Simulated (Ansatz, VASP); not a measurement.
# One calculation of Fe, two programs

File INCAR:

```
PREC     = Accurate       # precision mode
ENCUT    = 600            # plane-wave cutoff, eV
EDIFF    = 1E-6           # SCF threshold, eV
ISMEAR   = -1             # smearing method
SIGMA    = 0.1            # smearing width, eV
LREAL    = False          # projectors in reciprocal space
LASPH    = True           # aspherical terms in the spheres
NELM     = 120            # most SCF steps
ALGO     = Normal         # electronic algorithm
ISIF     = 2              # what is computed and relaxed
LWAVE    = False          # write WAVECAR
LCHARG   = True           # write CHGCAR
GGA      = B5             # functional
ALDAX    = 1.0          
AGGAX    = 1.0          
AGGAC    = 1.0          
ALDAC    = 0.0          
LELF     = True           # ELF
LVHAR    = True         
NBANDS   = 23             # bands
GGA_COMPAT= False
```

The input KPOINTS:

```
Automatic mesh
0
Gamma
  12 12 12
```

The input POSCAR:

```
Fe
1.0
    0.0000000000      2.3686123378      2.3686123378
    2.3686123378      0.0000000000      2.3686123378
    2.3686123378      2.3686123378      0.0000000000
Fe
2
Direct
    0.1250000000      0.1250000000      0.1250000000
    0.8750000000      0.8750000000      0.8750000000
```

Input for Ansatz:

```yaml
crystal:
  lattice:
    - [0.0, 2.3686123378, 2.3686123378]
    - [2.3686123378, 0.0, 2.3686123378]
    - [2.3686123378, 2.3686123378, 0.0]
  atoms:
    - { symbol: Fe, position: [0.125, 0.125, 0.125] }
    - { symbol: Fe, position: [0.875, 0.875, 0.875] }
hamiltonian:
  xc: blyp
  pseudopotentials:
    kind: paw
    azcp:
      Fe: "pseudopotentials/Fe.paw.azcp"
basis:
  ecutwfc: 420
  fft_grid_basis: typed
kpoints:
  mp_grid: { grid: [12, 12, 12], shift: [0, 0, 0] }
magnetization:
  spin_polarized: false
scf:
  occupations: { method: fermi_dirac, width: 0.1 }
  lower_state_search: "off"
output:
  stress: true
```

Alike in both runs: task single point; functional BLYP; k mesh 12 × 12 × 12; occupations fermi-dirac, width 0.1 eV; no spin polarisation.

|  | VASP | Ansatz |
| --- | --- | --- |
| version | VASP 6.6.1 | Ansatz 0.2.0 |
| potentials or method | VASP PAW PBE potentials, release 64 (Fe_sv), cutoff 600 eV | plane waves (420 eV) with PAW, scalar-relativistic |
| valence electrons in the cell | 32 | 32 |

```csv
,VASP,Ansatz,Ansatz less VASP
pressure (GPa),21.0,23.4,+2.34
```

VASP's potentials were made for PBE, not for BLYP.
